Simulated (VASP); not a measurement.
A run of VASP 6.6.1:

File INCAR:

```
SYSTEM = Ta3B2N
PREC     = Accurate       ! precision mode
ENCUT    = 600            ! plane-wave cutoff, eV
EDIFF    = 1E-6           ! SCF threshold, eV
ISMEAR   = 0              ! smearing method
SIGMA    = 0.1            ! smearing width, eV
LREAL    = .False.        ! projectors in reciprocal space
LASPH    = .True.         ! aspherical terms in the spheres
NELM     = 200            ! most SCF steps
ALGO     = Normal         ! electronic algorithm
ISIF     = 2              ! what is computed and relaxed
LWAVE    = .False.        ! write WAVECAR
LCHARG   = .False.        ! write CHGCAR
ISPIN    = 2              ! spin polarisation
MAGMOM   = 1 1 1 0 0 0    ! initial moments
LORBIT   = 11             ! projections on sites
LMAXMIX  = 4              ! l up to which the mixer works
GGA      = PE             ! functional
NBANDS   = 35             ! bands
GGA_COMPAT= .False.
```

File KPOINTS:

```
Automatic mesh
0
Gamma
  6 6 6
  0 0 0
```

POSCAR

```
Ta3B2N
1.0
    5.3670496500      0.0000000000      0.0000000000
   -2.6835248200      4.6480013400      0.0000000000
    0.0000000000      0.0000000000      2.9708808600
Ta B N
3 2 1
Direct
    0.5000000000      0.0000000000      0.5000000000
    0.0000000000      0.5000000000      0.5000000000
    0.5000000000      0.5000000000      0.5000000000
    0.6666666700      0.3333333300      0.0000000000
    0.3333333300      0.6666666700      0.0000000000
    0.0000000000      0.0000000000      0.0000000000
```

Potentials or basis: VASP PAW PBE potentials, release 64 (Ta_pv, B, N).

Command:

```console
$ cat potpaw_PBE.64/Ta_pv/POTCAR potpaw_PBE.64/B/POTCAR potpaw_PBE.64/N/POTCAR > POTCAR
$ mpirun -np 1 vasp_std > vasp.out
```

Hardware: 1 thread of Oxide Virtual Turin-like Processor, with other jobs on the host.

Problem. How long does it take, and how much memory?

Solution. It took 5 min on 1 thread of Oxide Virtual Turin-like Processor, on a shared host, peak memory 0.31 GiB. Counts: scf iterations 20, k points 28.
